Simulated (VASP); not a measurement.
Set up this calculation in VASP 6.6.1, as the native input.

| Item | Value |
| --- | --- |
| Task | single point |
| Functional | RPBE |
| Potentials or basis | VASP PAW PBE potentials, release 64 (Sr_sv) |
| Cutoff | 520 eV |
| k mesh | 7 × 7 × 10 |
| Occupations | fermi-dirac, width 0.1 eV |
| Spin | no spin polarisation |
| Dipole correction | no |
| Further INCAR settings | ALGO = Normal; EDIFF = 1e-06; NBANDS = 22 |

The structure of Sr lies in POSCAR:

```
Sr
1.0
    6.8910512689      0.0000000000      0.0000000000
   -3.4455256344      5.9678254576      0.0000000000
    0.0000000000      0.0000000000      4.1309159753
Sr
3
Direct
    0.0000000000      0.0000000000      0.0000000000
    0.3333333333      0.6666666667      0.5000000000
    0.6666666667      0.3333333333      0.5000000000
```

This isn't the form of Sr at room conditions, which is fcc.

One way to write it, as run:

INCAR

```
PREC     = Accurate       # precision mode
ENCUT    = 520            # plane-wave cutoff, eV
EDIFF    = 1E-6           # SCF threshold, eV
ISMEAR   = -1             # smearing method
SIGMA    = 0.1            # smearing width, eV
LREAL    = F              # projectors in reciprocal space
LASPH    = T              # aspherical terms in the spheres
NELM     = 80             # most SCF steps
ALGO     = Normal         # electronic algorithm
ISIF     = 2              # what is computed and relaxed
LWAVE    = F              # write WAVECAR
LCHARG   = T              # write CHGCAR
GGA      = RP             # functional
LELF     = T              # ELF
LVHAR    = T            
NBANDS   = 22             # bands
```

KPOINTS

```
regular mesh
0
Gamma
  7 7 10
```

Potentials or basis: VASP PAW PBE potentials, release 64 (Sr_sv).

Run with:

```console
$ cat potpaw_PBE.64/Sr_sv/POTCAR > POTCAR
$ mpirun -np 1 vasp_std > vasp.out
```

Results of the run:

The pressure is 0.5 GPa and the band gap on the k mesh is zero (bands 15 and 16 overlap by 0.21 eV).

Caveat: the PAW data sets were made with another functional, which shifts forces and pressure a little.

Run time: 3.2 min on 1 thread of Oxide Virtual Turin-like Processor, on a shared host, peak memory 0.33 GiB.
